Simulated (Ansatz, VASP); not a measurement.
## B3Ru5 in VASP and in Ansatz

```xyz
8
Lattice="2.8302 0.0000 0.0000 -1.4151 2.4510 0.0000 0.0000 0.0000 12.8283" Properties=species:S:1:pos:R:3 pbc="T T T"
B     0.0000    1.6340    9.3191
B     0.0000    1.6340    6.4141
B     0.0000    1.6340    3.5092
Ru    0.0000    0.0000   10.7012
Ru    0.0000    0.0000    4.9792
Ru    0.0000    0.0000    7.8491
Ru    0.0000    0.0000    2.1270
Ru    0.0000    1.6340    0.0000
```

Alike in both runs: functional PBE; k mesh 12 × 12 × 4; occupations gaussian, width 0.1 eV; no spin polarisation.

Ansatz relaxed the structure, and its values are those at the end. VASP's run is a single point on that final structure, the one shown.

|  | VASP | Ansatz |
| --- | --- | --- |
| version | VASP 6.6.1 | Ansatz 0.2.0 |
| potentials or method | VASP PAW PBE potentials, release 64 (B, Ru_pv), cutoff 520 eV | scalar-relativistic, plane waves, PAW |
| valence electrons in the cell | 79 | 89 |

|  | VASP | Ansatz | Ansatz less VASP |
| --- | --- | --- | --- |
| gap on the k mesh at the Fermi level (eV) | none | none | - |
| pressure (GPa) | 0.0 | 0.0 | -0.02 |
| rms of the force components (eV/Å) | 0.008 | 0.002 | -0.0059 |

A gap of «none» marks a metal or a gap that the smearing closes. With one functional, cell and mesh, what is left measures potentials, basis and numerics. VASP's potentials hold 79 valence electrons a cell and Ansatz's 89, so a difference there can come from the potentials and not from the codes.
